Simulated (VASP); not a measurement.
# TiO2 (I4_1/amd) in VASP: further runs

The runs below take TiO2 through single point, with LDA, RPBE, PBEsol.

Program: VASP 6.6.1. These are calculated values, not measurements. Logs are shortened: lines on timing, memory, paths and dates and some standing lists are left out, and cuts for length are marked.

### Step 1. The cell of the first run

The structure is tetragonal, space group I4_1/amd (No. 141). The conventional cell has a = 3.707 Å, b = 3.707 Å, c = 9.320 Å, α = 90.00°, β = 90.00°, γ = 90.00°. Ti (site symmetry -4m2) has 6 O at 1.89 to 1.94 Å within 2.5 Å. O (site symmetry 2mm) has 3 Ti at 1.89 to 1.94 Å and 2 O at 2.42 Å within 2.5 Å.

### Step 2. Single point, LDA

File INCAR:

```
SYSTEM = TiO2
ALGO = Normal
EDIFF = 1E-6
ENCUT = 520
GGA = CA
ISIF = 2
ISMEAR = -1
LASPH = .True.
LCHARG = .False.
LREAL = .False.
LWAVE = .False.
NBANDS = 33
NELM = 60
PREC = Accurate
SIGMA = 0.05
```

File KPOINTS:

```
k-points
0
Gamma
  10 10 10
  0 0 0
```

File POSCAR:

```
TiO2
1.0
   -1.8534748763      1.8534748763      4.6601849950
    1.8534748763     -1.8534748763      4.6601849950
    1.8534748763      1.8534748763     -4.6601849950
Ti O
2 4
Direct
    0.7500000000      0.2500000000      0.5000000000
    0.0000000000      0.0000000000      0.0000000000
    0.7919000000      0.7919000000      0.0000000000
    0.5419000000      0.0419000000      0.5000000000
    0.9581000000      0.4581000000      0.5000000000
    0.2081000000      0.2081000000      0.0000000000
```

Potentials or basis: VASP PAW LDA potentials, release 64 (Ti_sv, O).

Launch:

```bash
> cat potpaw_LDA.64/Ti_sv/POTCAR potpaw_LDA.64/O/POTCAR > POTCAR
> mpirun -np 1 vasp_std > vasp.out
```

OUTCAR:

```text
SYSTEM = TiO2
   EDIFF = 1E-6
   ENCUT = 520
   GGA = CA
   ISIF = 2
   ISMEAR = -1
   LASPH = .True.
   LREAL = .False.
   NELM = 60
   PREC = Accurate

 ion  position               nearest neighbor table
   1  0.750  0.250  0.500-   3 1.89   6 1.89   3 1.89   6 1.89   5 1.94   4 1.94
   2  0.000  0.000  0.000-   4 1.89   5 1.89   4 1.89   5 1.89   3 1.94   6 1.94
   3  0.792  0.792  0.000-   1 1.89   1 1.89   2 1.94
   4  0.542  0.042  0.500-   2 1.89   2 1.89   1 1.94
   5  0.958  0.458  0.500-   2 1.89   2 1.89   1 1.94
   6  0.208  0.208  0.000-   1 1.89   1 1.89   2 1.94

  LATTYP: Found a body centered tetragonal cell.
 ALAT       =     3.7069497526
 C/A-ratio  =     2.5142962846

  Lattice vectors:

 A1 = (  -1.8534748763,   1.8534748763,   4.6601849950)
 A2 = (   1.8534748763,  -1.8534748763,   4.6601849950)
 A3 = (   1.8534748763,   1.8534748763,  -4.6601849950)

Analysis of symmetry for initial positions (statically):
=====================================================================
 Subroutine PRICEL returns:
 Original cell was already a primitive cell.

 Routine SETGRP: Setting up the symmetry group for a
 body centered tetragonal supercell.

 Subroutine GETGRP returns: Found 16 space group operations
 (whereof  8 operations were pure point group operations)
 out of a pool of 16 trial point group operations.

The static configuration has the point symmetry D_2d.
 The point group associated with its full space group is D_4h.

Analysis of symmetry for dynamics (positions and initial velocities):
=====================================================================
 Subroutine PRICEL returns:
 Original cell was already a primitive cell.

 Routine SETGRP: Setting up the symmetry group for a
 body centered tetragonal supercell.

 Subroutine GETGRP returns: Found 16 space group operations
 (whereof  8 operations were pure point group operations)
 out of a pool of 16 trial point group operations.

The dynamic configuration has the point symmetry D_2d.
 The point group associated with its full space group is D_4h.

 Subroutine INISYM returns: Found 16 space group operations
 (whereof  8 operations are pure point group operations),
 and found     1 'primitive' translations

----------------------------------------------------------------------------------------

                                     Primitive cell

  volume of cell :      64.0378

  direct lattice vectors                    reciprocal lattice vectors
    -1.853474876  1.853474876  4.660184995     0.000000000  0.269763570  0.107291878
     1.853474876 -1.853474876  4.660184995     0.269763570  0.000000000  0.107291878
     1.853474876  1.853474876 -4.660184995     0.269763570  0.269763570  0.000000000

  length of vectors
     5.346780566  5.346780566  5.346780566     0.290316949  0.290316949  0.381503300

  position of ions in fractional coordinates (direct lattice)
     0.750000000  0.250000000  0.500000000
     0.000000000  0.000000000  0.000000000
     0.791900000  0.791900000  0.000000000
     0.541900000  0.041900000  0.500000000
     0.958100000  0.458100000  0.500000000
     0.208100000  0.208100000  0.000000000

  ion indices of the primitive-cell ions
   primitive index   ion index
                 1           1
                 2           2
                 3           3
                 4           4
                 5           5
                 6           6

----------------------------------------------------------------------------------------

 KPOINTS: k-points

Automatic generation of k-mesh.
 Grid dimensions read from file:
 generate k-points for:   10   10   10

 Generating k-lattice:

  Cartesian coordinates                     Fractional coordinates (reciprocal lattice)
     0.000000000  0.026976357  0.010729188     0.100000000  0.000000000 -0.000000000
     0.026976357  0.000000000  0.010729188     0.000000000  0.100000000 -0.000000000
     0.026976357  0.026976357  0.000000000     0.000000000  0.000000000  0.100000000

  Length of vectors
     0.029031695  0.029031695  0.038150330

  Shift w.r.t. Gamma in fractional coordinates (k-lattice)
     0.000000000  0.000000000  0.000000000

 Subroutine IBZKPT returns following result:
 ===========================================

 Found    102 irreducible k-points:

 Following reciprocal coordinates:
            Coordinates               Weight
  0.000000  0.000000  0.000000      1.000000
  0.100000  0.000000  0.000000      8.000000
  0.200000  0.000000  0.000000      8.000000
  0.300000  0.000000 -0.000000      8.000000
  0.400000  0.000000  0.000000      8.000000
  0.500000 -0.000000  0.000000      4.000000
[... 16 lines left out ...]
  0.300000  0.300000 -0.000000      8.000000
  0.400000  0.300000 -0.000000     16.000000
 [... further k-points ...]
   k-points           NKPTS =    102   k-points in BZ     NKDIM =    102   number of bands    NBANDS=     33
   number of dos      NEDOS =    301   number of ions     NIONS =      6
   total plane-waves  NPLWV =  64000
   dimension x,y,z NGX =    40 NGY =   40 NGZ =   40
   dimension x,y,z NGXF=    80 NGYF=   80 NGZF=   80
   ions per type =               2   4
   NGX,Y,Z   is equivalent  to a cutoff of  12.44, 12.44, 12.44 a.u.
   NGXF,Y,Z  is equivalent  to a cutoff of  24.87, 24.87, 24.87 a.u.
 SYSTEM =  TiO2
   PREC   = accura    normal or accurate (medium, high low for compatibility)
   ISTART =      0    job   : 0-new  1-cont  2-samecut
   ICHARG =      2    charge: 1-file 2-atom 10-const
   ISPIN  =      1    spin polarized calculation?
   LNONCOLLINEAR =      F non collinear calculations
   LSORBIT =      F    spin-orbit coupling
   LASPH  =      T    aspherical Exc in radial PAW
   ENCUT  =  520.0 eV  38.22 Ry    6.18 a.u.   9.94  9.94  9.94*2*pi/ulx,y,z
   NELM   =     60;   NELMIN=  2; NELMDL= -5     # of ELM steps
   EDIFF  = 0.1E-05   stopping-criterion for ELM
   LREAL  =      F    real-space projection
   EDIFFG = 0.1E-04   stopping-criterion for IOM
   NSW    =      0    number of steps for IOM
   IBRION =     -1    ionic relax: 0-MD 1-quasi-New 2-CG
   NFREE  =      0    steps in history (QN), initial steepest desc. (CG)
   ISIF   =      2    stress and relaxation
   ISYM   =      2    0-nonsym 1-usesym 2-fastsym
   POTIM  = 0.5000    time-step for ionic-motion
   TEBEG  =    0.0;   TEEND  =   0.0 temperature during run
   PSTRESS=    0.0 pullay stress
   NELECT =      48.0000    total number of electrons
   NUPDOWN=      -1.0000    fix difference up-down
   EMIN   =  10.00;   EMAX   =-10.00  energy-range for DOS
   EFERMI =   0.00;   METHOD = LEGACY
   ISMEAR =    -1;   SIGMA  =   0.05  broadening in eV -4-tet -1-fermi 0-gaus
   EFERMI_NEDOS =   21; number of points for ismear=-14 and -15
   IALGO  =     38    algorithm
   IMIX   =      4    mixing-type and parameters
     AMIX     =   0.40;   BMIX     =  1.00
     AMIX_MAG =   1.60;   BMIX_MAG =  1.00
  volume/ion in A,a.u.               =      10.67        72.02
  Fermi-wavevector in a.u.,A,eV,Ry     =   1.487110  2.810230 30.089227  2.211496
  Thomas-Fermi vector in A             =   2.600312
   LORBIT       =      0    0 simple, 1 ext, 2 COOP (PROOUT), +10 PAW based schemes
   GGA     = CA    functional components
   LHFCALC =     F    Hartree Fock is set to
   AEXX    =    0.0000 exact exchange contribution
   IVDW    =     0    specifies the selected vdW correction
   LEPSILON=     F    determine dielectric tensor
   LRPA    =     F    only Hartree local field effects (RPA)
 non-spin polarized calculation
  energy-cutoff  :      520.00
  volume of cell :       64.04
 maximum number of plane-waves:      1742
   NGX = 19   NGY = 19   NGZ = 19

 number of electron      48.0000003 magnetization

 Free energy of the ion-electron system (eV)
  ---------------------------------------------------
  ext. energy  EPLUGINS =         0.00000000
  ---------------------------------------------------
  free energy    TOTEN  =       -58.76310251 eV

  energy without entropy =      -58.76310251  energy(sigma->0) =      -58.76310251

 E-fermi :   4.7113     XC(G=0): -11.6595

 val. band max:        3.6626493531   @ k =  -0.4000   0.4000   0.0000
 cond. band min:       5.7930071914   @ k =   0.0000   0.0000   0.0000
 fundamental gap:      2.1303578383
 Fermi energy:         4.7113001945

 k-point     1 :       0.0000    0.0000    0.0000
  band No.  band energies     occupation
      1     -51.7466      2.00000
      2     -51.6595      2.00000
      3     -28.7366      2.00000
      4     -28.4175      2.00000
      5     -28.4175      2.00000
      6     -28.3219      2.00000
[... 25 lines left out ...]
     32       9.5565      0.00000
     33      10.1962      0.00000

 k-point     2 :       0.1000    0.0000    0.0000
  band No.  band energies     occupation
      1     -51.7447      2.00000
      2     -51.6607      2.00000
      3     -28.7329      2.00000
      4     -28.4352      2.00000
      5     -28.4188      2.00000
      6     -28.3291      2.00000
[... 25 lines left out ...]
     32       9.6272      0.00000
     33       9.8834      0.00000

 k-point     3 :       0.2000    0.0000    0.0000
  band No.  band energies     occupation
      1     -51.7394      2.00000
      2     -51.6644      2.00000
      3     -28.7235      2.00000
      4     -28.4797      2.00000
      5     -28.4220      2.00000
      6     -28.3461      2.00000
[... 25 lines left out ...]
     32       9.9440      0.00000
     33      10.3294      0.00000

 k-point     4 :       0.3000    0.0000   -0.0000
  band No.  band energies     occupation
      1     -51.7319      2.00000
      2     -51.6698      2.00000
      3     -28.7123      2.00000
      4     -28.5331      2.00000
      5     -28.4255      2.00000
      6     -28.3618      2.00000
[... 25 lines left out ...]
     32      10.1682      0.00000
     33      10.6211      0.00000

 k-point     5 :       0.4000    0.0000    0.0000
  band No.  band energies     occupation
      1     -51.7247      2.00000
      2     -51.6753      2.00000
      3     -28.7027      2.00000
      4     -28.5774      2.00000
      5     -28.4279      2.00000
      6     -28.3688      2.00000
[... 604 lines left out ...]
 k-point    22 :      -0.2000    0.2000    0.0000
  band No.  band energies     occupation
      1     -51.7359      2.00000
      2     -51.6655      2.00000
      3     -28.7315      2.00000
      4     -28.5027      2.00000
      5     -28.4471      2.00000
      6     -28.3730      2.00000
[... 25 lines left out ...]
     32      10.7505      0.00000
     33      10.8994      0.00000

 k-point    23 :       0.3000    0.3000   -0.0000
  band No.  band energies     occupation
      1     -51.7137      2.00000
      2     -51.6836      2.00000
      3     -28.6773      2.00000
      4     -28.6026      2.00000
      5     -28.4789      2.00000
      6     -28.4153      2.00000
[... 25 lines left out ...]
     32      10.7802      0.00000
     33      11.5930      0.00000

 k-point    24 :       0.4000    0.3000   -0.0000
  band No.  band energies     occupation
      1     -51.7082      2.00000
      2     -51.6874      2.00000
      3     -28.6819      2.00000
      4     -28.6311      2.00000
      5     -28.4813      2.00000
      6     -28.4371      2.00000
[... 25 lines left out ...]
     32      10.7807      0.00000
     33      11.6734      0.00000

 [... further k-points ...]

------------------------ aborting loop because EDIFF is reached ----------------------------------------

  FORCE on cell =-STRESS in cart. coord.  units (eV):
  Direction    XX          YY          ZZ          XY          YZ          ZX
  --------------------------------------------------------------------------------------
  -------------------------------------------------------------------------------------
  Total        3.5408341      3.5408341      4.2902917      0.0000000      0.0000000      0.0000000
  in kB       88.5889603     88.5889603    107.3398156      0.0000000      0.0000000      0.0000000
  external PRESSURE =      94.8392454 kB  Pullay stress =       0.0000000 kB

 VOLUME and BASIS-vectors are now :
 -----------------------------------------------------------------------------
  energy-cutoff  :      520.00
  volume of cell :       64.04
      direct lattice vectors                 reciprocal lattice vectors
    -1.853474876  1.853474876  4.660184995     0.000000000  0.269763570  0.107291878
     1.853474876 -1.853474876  4.660184995     0.269763570  0.000000000  0.107291878
     1.853474876  1.853474876 -4.660184995     0.269763570  0.269763570  0.000000000

 POSITION                                       TOTAL-FORCE (eV/Angst)
 -----------------------------------------------------------------------------------
      0.00000      1.85347      2.33009        -0.000000     -0.000000      0.000000
      0.00000      0.00000      0.00000        -0.000000     -0.000000     -0.000000
      0.00000      0.00000      7.38080         0.000000     -0.000000     -0.308938
      0.00000      1.85347      0.39052        -0.000000      0.000000     -0.308938
      0.00000      1.85347      4.26966        -0.000000      0.000000      0.308938
      0.00000      0.00000      1.93957         0.000000     -0.000000      0.308938
 -----------------------------------------------------------------------------------
    total drift:                                0.000000      0.000000     -0.000000

  FREE ENERGIE OF THE ION-ELECTRON SYSTEM (eV)
  ---------------------------------------------------
  free  energy   TOTEN  =       -58.7631025074 eV

  energy  without entropy=      -58.7631025074  energy(sigma->0) =      -58.76310251
```

Wall time 10 min (1 thread of Intel Xeon 8259CL, shared host); peak memory 0.31 GiB.

What came out:

| Property | Result |
| --- | --- |
| Free energy | -58.7631 eV |
| Pressure | 9.5 GPa |
| Largest force | 0.309 eV/Å |
| Band gap on the k mesh | 2.13 eV (least direct gap 2.46 eV) |

Forces on the atoms (eV/Å):
```
Ti   0.000  0.000  0.000
Ti   0.000  0.000  0.000
O    0.000  0.000 -0.309
O    0.000  0.000 -0.309
O    0.000  0.000  0.309
O    0.000  0.000  0.309
```

Levels at points of the mesh, in eV from the valence-band top:
```
           k point  band 20  band 21  band 22  band 23  band 24  band 25  band 26  band 27  band 28  band 29
(0.00, 0.00, 0.00)    -0.77    -0.70    -0.70    -0.53    -0.53     2.13     3.00     4.28     4.28     4.30
(0.50, 0.00, 0.00)    -2.15    -2.10    -1.08    -0.74    -0.63     3.42     3.79     3.82     3.94     4.62
(0.50, 0.50, 0.00)    -2.83    -2.22    -2.22    -0.03    -0.03     3.57     3.57     4.12     4.12     5.29
(0.50, 0.50, 0.50)    -1.39    -1.27    -1.27    -0.08    -0.08     2.55     2.55     4.04     4.04     4.54
```

Caveat: the cell stands under pressure.

### Step 3. Single point, RPBE

This run uses another cell than the first one, of 10.90 Å³/atom.

File INCAR:

```
SYSTEM = TiO2
PREC = Accurate ; ENCUT = 520
EDIFF = 1E-6 ; ISMEAR = -1
SIGMA = 0.05 ; LREAL = .FALSE.
LASPH = .TRUE. ; NELM = 60
ALGO = Normal ; ISIF = 2
LWAVE = .FALSE. ; LCHARG = .TRUE.
GGA = RP ; LELF = .TRUE.
LVHAR = .TRUE. ; NBANDS = 33
```

File KPOINTS:

```
regular mesh
0
G
  10 10 10
  0 0 0
```

Edit POSCAR of step 2 so:

```diff
@@ -2,5 +2,5 @@
 1.0
-   -1.8534748763      1.8534748763      4.6601849950
-    1.8534748763     -1.8534748763      4.6601849950
-    1.8534748763      1.8534748763     -4.6601849950
+   -1.8665279463      1.8665279463      4.6930042805
+    1.8665279463     -1.8665279463      4.6930042805
+    1.8665279463      1.8665279463     -4.6930042805
 Ti O
```

Potentials or basis: VASP PAW PBE potentials, release 64 (Ti_sv, O).

Launch:

```bash
> cat potpaw_PBE.64/Ti_sv/POTCAR potpaw_PBE.64/O/POTCAR > POTCAR
> mpirun -np 1 vasp_std > vasp.out
```

OUTCAR:

```text
SYSTEM = TiO2
   PREC = Accurate
   ENCUT = 520
   EDIFF = 1E-6
   ISMEAR = -1
   LREAL = .FALSE.
   LASPH = .TRUE.
   NELM = 60
   ISIF = 2
   GGA = RP

 ion  position               nearest neighbor table
   1  0.750  0.250  0.500-   3 1.91   6 1.91   3 1.91   6 1.91   5 1.95   4 1.95
   2  0.000  0.000  0.000-   4 1.91   5 1.91   4 1.91   5 1.91   3 1.95   6 1.95
   3  0.792  0.792  0.000-   1 1.91   1 1.91   2 1.95
   4  0.542  0.042  0.500-   2 1.91   2 1.91   1 1.95
   5  0.958  0.458  0.500-   2 1.91   2 1.91   1 1.95
   6  0.208  0.208  0.000-   1 1.91   1 1.91   2 1.95
[... 1072 lines left out ...]
  -------------------------------------------------------------------------------------
  Total        8.2336132      8.2336132      9.1087322      0.0000000     -0.0000000      0.0000000
  in kB      201.7070644    201.7070644    223.1457302      0.0000000     -0.0000000      0.0000000
  external PRESSURE =     208.8532863 kB  Pullay stress =       0.0000000 kB

 VOLUME and BASIS-vectors are now :
 -----------------------------------------------------------------------------
  energy-cutoff  :      520.00
  volume of cell :       65.40
      direct lattice vectors                 reciprocal lattice vectors
    -1.866527946  1.866527946  4.693004281     0.000000000  0.267877050  0.106541561
     1.866527946 -1.866527946  4.693004281     0.267877050  0.000000000  0.106541561
     1.866527946  1.866527946 -4.693004281     0.267877050  0.267877050  0.000000000

 POSITION                                       TOTAL-FORCE (eV/Angst)
 -----------------------------------------------------------------------------------
     -0.00000      1.86653      2.34650        -0.000000     -0.000000     -0.000000
      0.00000      0.00000      0.00000        -0.000000     -0.000000     -0.000000
      0.00000      0.00000      7.43278        -0.000000      0.000000     -0.453201
      0.00000      1.86653      0.39327         0.000000     -0.000000     -0.453201
      0.00000      1.86653      4.29973         0.000000     -0.000000      0.453201
      0.00000      0.00000      1.95323        -0.000000      0.000000      0.453201
 -----------------------------------------------------------------------------------
    total drift:                                0.000000      0.000000     -0.000000

  FREE ENERGIE OF THE ION-ELECTRON SYSTEM (eV)
  ---------------------------------------------------
  free  energy   TOTEN  =       -51.1032724135 eV

  energy  without entropy=      -51.1032724134  energy(sigma->0) =      -51.10327241
```

stdout:

```text
POSCAR found type information on POSCAR TiO
 POSCAR found :  2 types and       6 ions
 scaLAPACK will be used
 -----------------------------------------------------------------------------
|                                                                             |
|                                                                             |
|     You enforced a specific xc type in the INCAR file but a different       |
|     I HOPE YOU KNOW WHAT YOU ARE DOING!                                     |
|                                                                             |
 -----------------------------------------------------------------------------

 LDA part: xc-table for (Slater+PW92), standard interpolation
 POSCAR, INCAR and KPOINTS ok, starting setup
 FFT: planning ... GRIDC
 FFT: planning ... GRID_SOFT
 FFT: planning ... GRID
 WAVECAR not read
 entering main loop
```

It took 8.1 min on 1 thread of Intel Xeon 8259CL, shared host; peak memory 0.36 GiB.

Results:

```yaml
Free_energy: -51.1033 eV
Pressure: 20.9 GPa
Largest_force: 0.453 eV/Å
Band_gap_on_the_k_mesh: 2.25 eV (least direct gap 2.57 eV)
```

Forces on the atoms (eV/Å):
```
Ti   0.000  0.000  0.000
Ti   0.000  0.000  0.000
O    0.000  0.000 -0.453
O    0.000  0.000 -0.453
O    0.000  0.000  0.453
O    0.000  0.000  0.453
```

Stress tensor (GPa, compression positive):
```
20.17  0.00  0.00
 0.00 20.17  0.00
 0.00  0.00 22.31
```

Caveat: the cell stands under pressure; the PAW data sets were made with another functional, which shifts forces and pressure a little. A k mesh can miss the band edges.

(Part 1 of 2 ends here.)
